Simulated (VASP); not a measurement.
Runs of VASP 6.6.1 on Zn. The structure is that of space group Cmcm (No. 63), or close to it. The cells are those of the table. 

```csv
cell,k mesh,gap on the mesh (eV),pressure (GPa),largest force (eV/Å)
"a = 2.797, b = 2.797, c = 4.934 Å, angles 104.2, 104.2, 124.7°, 2 atoms",17 × 17 × 9,none,0.7,0.01
"a = 2.834, b = 2.834, c = 4.999 Å, angles 104.2, 104.2, 124.7°, 2 atoms",17 × 17 × 9,none,-3.1,0.02
"a = 2.870, b = 2.870, c = 5.062 Å, angles 104.2, 104.2, 124.7°, 2 atoms",17 × 17 × 9,none,-6.0,0.04
"a = 2.797, b = 2.797, c = 4.934 Å, angles 104.2, 104.2, 124.7°, 2 atoms",25 × 25 × 12,none,(a),-
```

Alike in all rows: task single point; level LDA; potentials or basis VASP PAW LDA potentials, release 64 (Zn); no spin polarisation; cutoff (eV) 520; smearing fermi-dirac 0.1 eV.

Estimate the missing entries.

(a) 0.8.

Caveats: the cell stands under tension (at least some runs).

A gap of «none» marks levels without a gap at the run's occupations.
